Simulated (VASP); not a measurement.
Input of a VASP 6.6.1 run:

Contents of POSCAR:

```
Ti
1.0
    2.9500000000      0.0000000000      0.0000000000
   -1.4750000000      2.5547749412      0.0000000000
    0.0000000000      0.0000000000      4.6800000000
Ti
2
Direct
    0.6666666667      0.3333333333      0.7500000000
    0.3333333333      0.6666666667      0.2500000000
```

Contents of INCAR.step1:

```
ALGO = Normal
EDIFF = 1E-5
ENCUT = 520
GGA = PE
ISIF = 2
ISMEAR = -1
LASPH = True
LREAL = False
LWAVE = True
NBANDS = 19
NELM = 80
PREC = Accurate
SIGMA = 0.05
```

Contents of INCAR.step2:

```
AEXX = 0.1
ALGO = Normal
EDIFF = 1E-6
ENCUT = 520
ISIF = 2
ISMEAR = -1
ISTART = 1
LASPH = True
LCHARG = True
LELF = True
LHFCALC = True
LMIXTAU = True
LREAL = False
LVHAR = True
LWAVE = False
METAGGA = R2SCAN
NBANDS = 19
NELM = 80
PREC = Accurate
PRECFOCK = Normal
SIGMA = 0.05
```

File KPOINTS:

```
k-points
0
Gamma
  5 5 3
```

Potentials or basis: VASP PAW PBE potentials, release 64 (Ti_sv).

Command:

```sh
$ cat potpaw_PBE.64/Ti_sv/POTCAR > POTCAR
$ cp INCAR.step1 INCAR
$ mpirun -np 1 vasp_std > vasp.out
$ cp INCAR.step2 INCAR
$ mpirun -np 1 vasp_std > vasp.out
```

(1) Predict the pressure.

(2) Estimate the band gap on the k mesh.

Results:

(1) -2.9 GPa.

(2) zero (bands 12 and 13 overlap by 1.29 eV).

Caveat: the k points lie up to 0.49 Å⁻¹ apart, too coarse for converged energies and pressures of a metal; the PAW data sets were made with another functional, which shifts forces and pressure a little.
